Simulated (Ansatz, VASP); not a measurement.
## Two plane-wave programs on AgCl

```
Ag Cl
1.0
     0.00000    2.75932    2.78801
     2.75932    0.00000    2.78801
     2.75932    2.75932    0.00000
Ag Cl
1 1
Direct
  0.00000 0.00000 0.00000
  0.50000 0.50000 0.50000
```

Change from the starting cell: epitaxial_xy strain -0.5%.

Alike in both runs: task single point; functional r2SCAN; k mesh 8 × 8 × 8; no spin polarisation.

|  | VASP | Ansatz |
| --- | --- | --- |
| version | VASP 6.6.1 | Ansatz 0.2.0 |
| potentials or method | VASP PAW PBE potentials, release 64 (Ag, Cl) | plane waves, PAW |
| plane-wave cutoff (eV) | 520 | 500 |
| occupations | gaussian, width 0.01 eV | fixed |
| valence electrons in the cell | 18 | 26 |

Ansatz gave:

- gap on the k mesh at the Fermi level (eV): 1.44
- pressure (GPa): 0.2
- traceless stress, the component that is largest in VASP (GPa): -0.21

Estimate VASP's values.

gap on the k mesh at the Fermi level (eV): 1.39; pressure (GPa): 0.1; traceless stress, the component that is largest in VASP (GPa): -0.21.

VASP's potentials were made for PBE, not for r2SCAN. VASP's potentials hold 18 valence electrons a cell and Ansatz's 26, so a difference there can come from the potentials and not from the codes.
